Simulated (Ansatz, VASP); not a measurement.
**One calculation of InP, two programs**

Contents of INCAR:

```
SYSTEM = InP
PREC = Accurate
ENCUT = 520
EDIFF = 1E-7
ISMEAR = 0
SIGMA = 0.05
LREAL = .False.
LASPH = .True.
NELM = 100
ALGO = Normal
ISIF = 2
LWAVE = .False.
LCHARG = .False.
GGA = PE
NBANDS = 16
```

KPOINTS

```
regular mesh
0
Gamma
  14 14 14
  0 0 0
```

The input POSCAR:

```
InP
1.0
    0.0000000000      2.7725208672      2.7725208672
    2.7725208672      0.0000000000      2.7725208672
    2.7725208672      2.7725208672      0.0000000000
In P
1 1
Direct
    0.0000000000      0.0000000000      0.0000000000
    0.5000000000      0.5000000000      0.5000000000
```

Input for Ansatz:

```yaml
crystal:
  lattice:
    - [0.0, 2.7725208672, 2.7725208672]
    - [2.7725208672, 0.0, 2.7725208672]
    - [2.7725208672, 2.7725208672, 0.0]
  atoms:
    - { symbol: In, position: [0.0, 0.0, 0.0] }
    - { symbol: P, position: [0.5, 0.5, 0.5] }
basis:
  ecutwfc: 420
  ecutrho_ratio: 4
kpoints:
  mp_grid: { grid: [14, 14, 14] }
hamiltonian:
  xc: pbe
scf:
  occupations: { method: gaussian, width: 0.05 }
output:
  forces: true
  stress: true
  eigenvalues: true
```

Alike in both runs: task single point; functional PBE; k mesh 14 × 14 × 14; occupations gaussian, width 0.05 eV; no spin polarisation.

|  | VASP | Ansatz |
| --- | --- | --- |
| version | VASP 6.6.1 | Ansatz 0.2.0 |
| potentials or method | VASP PAW PBE potentials, release 64 (In_d, P), cutoff 520 eV | scalar-relativistic, plane waves, PAW |
| valence electrons in the cell | 18 | 18 |

```tsv
	VASP	Ansatz	Ansatz less VASP
gap on the k mesh at the Fermi level (eV)	none	none	-
pressure (GPa)	-0.2	-0.2	+0.03
```

A gap of «none» marks a metal or a gap that the smearing closes. The functional is the same, so the differences come from potentials, cutoffs and numerics.
